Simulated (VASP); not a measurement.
MgSe (l.bB): single point with LDA

The system is MgSe (l.bB).

```
Mg Se
1.0
     0.00000    2.69586    2.69586
     2.69586    0.00000    2.69586
     2.69586    2.69586    0.00000
Mg Se
1 1
Direct
  0.00000 0.00000 0.00000
  0.50000 0.50000 0.50000
```

| Item | Value |
| --- | --- |
| Program | VASP 6.6.1 |
| Task | single point |
| Functional | LDA |
| Potentials or basis | VASP PAW LDA potentials, release 64 (Mg, Se) |
| Cutoff | 600 eV |
| k mesh | 8 × 8 × 8 |
| Occupations | gaussian, width 0.02 eV |
| Spin | no spin polarisation |
| Dipole correction | no |
| Further INCAR settings | ALGO = Normal; EDIFF = 1e-06; NBANDS = 11 |

```yaml
Pressure: -0.3 GPa
Band_gap_on_the_k_mesh: 1.70 eV, indirect (least direct gap 2.62 eV)
```

Levels at points of the mesh, in eV from the valence-band top:
| k point | band 1 | band 2 | band 3 | band 4 | band 5 | band 6 | band 7 | band 8 |
| --- | --- | --- | --- | --- | --- | --- | --- | --- |
| (0.00, 0.00, 0.00) | -13.16 | 0.00 | 0.00 | 0.00 | 2.62 | 7.35 | 7.35 | 7.35 |
| (0.50, 0.00, 0.00) | -11.95 | -5.18 | -0.62 | -0.62 | 3.75 | 6.04 | 6.04 | 8.67 |
| (0.50, 0.50, 0.00) | -11.61 | -4.47 | -1.88 | -1.88 | 1.70 | 3.79 | 11.91 | 12.29 |

Run time: 21 s on 1 thread of Intel Xeon 8259CL, with other jobs on the host, peak memory 0.15 GiB.

A k mesh can miss the band edges.
